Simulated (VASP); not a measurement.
Set up this calculation in VASP 6.6.1, as the native input.

```yaml
Task: relaxation of cell and atoms
Functional: PBEsol
Potentials_or_basis: VASP PAW PBE potentials, release 64 (Al, Ru_pv)
Cutoff: 600 eV
k_mesh: 18 × 18 × 18
Occupations: gaussian, width 0.1 eV
Spin: no spin polarisation
Target_pressure: -1 GPa
Dipole_correction: no
Further_INCAR_settings: ALGO = Fast; EDIFF = 1e-06; IBRION = 2; EDIFFG = -0.008; NSW = 70; ISIF = 3
```

The structure of Al2Ru lies in POSCAR:

```
Al2Ru
1.0
   -1.5657629158      1.5657629158      4.2252715254
    1.5657629158     -1.5657629158      4.2252715254
    1.5657629158      1.5657629158     -4.2252715254
Al Ru
2 1
Direct
    0.6590760826      0.6590760826      0.0000000000
    0.3409239174      0.3409239174      0.0000000000
    0.0000000000      0.0000000000      0.0000000000
```

The input as run:

INCAR

```
SYSTEM = Al2Ru
PREC = Accurate
ENCUT = 600
EDIFF = 1E-6
ISMEAR = 0
SIGMA = 0.1
LREAL = .False.
LASPH = .True.
NELM = 60
ALGO = Fast
ISIF = 3
LWAVE = .False.
LCHARG = .False.
GGA = PS
IBRION = 2
NSW = 70
EDIFFG = -0.008
PSTRESS = -10.0
```

KPOINTS

```
Automatic mesh
0
Gamma
  18 18 18
  0 0 0
```

Potentials or basis: VASP PAW PBE potentials, release 64 (Al, Ru_pv).

The run is started by

```sh
$ cat potpaw_PBE.64/Al/POTCAR potpaw_PBE.64/Ru_pv/POTCAR > POTCAR
$ mpirun -np 1 vasp_std > vasp.out
```

It gave:

```
Relaxed volume                                         : 13.76 Å³/atom
Relaxed cell                                           : a = 4.764 Å, b = 4.764 Å, c = 4.764 Å, α = 141.67°, β = 141.67°, γ = 55.32°
Space group after relaxing (to 0.05 Å)                 : I4/mmm (No. 139)
Energy change on relaxing (the enthalpy is what falls) : -0.5 meV/atom
Ionic steps                                            : 3
Pressure after relaxing                                : -1.0 GPa
Band gap on the k mesh                                 : zero (band 10 reaches 10.66 eV, above the bottom of band 11 at 10.47 eV)
```

Caveat: the cell is relaxed towards a set pressure, so the enthalpy falls and the energy may rise; the PAW data sets were made with another functional, which shifts forces and pressure a little.

Wall time 22 min on 1 thread of Intel(R) Xeon(R) 6975P-C (Granite Rapids), with other jobs on the host, peak memory 0.54 GiB.
